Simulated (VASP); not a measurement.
Set up this calculation in VASP 6.6.1, as the native input.

```yaml
Task: single point
Functional: PBEsol
Potentials_or_basis: VASP PAW PBE potentials, release 64 (Ga_d, P)
Cutoff: 500 eV
k_mesh: 8 × 8 × 8
Occupations: gaussian, width 0.01 eV
Spin: no spin polarisation
Dipole_correction: no
Further_INCAR_settings: ALGO = Normal; EDIFF = 1e-06; NBANDS = 16
```

The structure of GaP lies in POSCAR:

```
GaP
1.0
    0.0000000000      2.7192248652      2.7192248652
    2.7192248652      0.0000000000      2.7192248652
    2.7192248652      2.7192248652      0.0000000000
Ga P
1 1
Direct
    0.0000000000      0.0000000000      0.0000000000
    0.2500000000      0.2500000000      0.2500000000
```

The input as run:

INCAR

```
SYSTEM = GaP
PREC = Accurate
ENCUT = 500
EDIFF = 1E-6
ISMEAR = 0
SIGMA = 0.01
LREAL = .False.
LASPH = .True.
NELM = 120
ALGO = Normal
ISIF = 2
LWAVE = .False.
LCHARG = .False.
GGA = PS
NBANDS = 16
GGA_COMPAT = .False.
```

KPOINTS

```
regular mesh
0
Gamma
  8 8 8
  0 0 0
```

Potentials or basis: VASP PAW PBE potentials, release 64 (Ga_d, P).

The run is started by

```sh
$ cat potpaw_PBE.64/Ga_d/POTCAR potpaw_PBE.64/P/POTCAR > POTCAR
$ mpirun -np 1 vasp_std > vasp.out
```

Results of the run:

| Property | Result |
| --- | --- |
| Pressure | -0.1 GPa |
| Band gap on the k mesh | 1.50 eV (least direct gap 1.80 eV) |

Caveat: the PAW data sets were made with another functional, which shifts forces and pressure a little.

Wall time 17 s on 1 thread of Intel Xeon 8259CL, with other jobs on the host, peak memory 0.16 GiB.
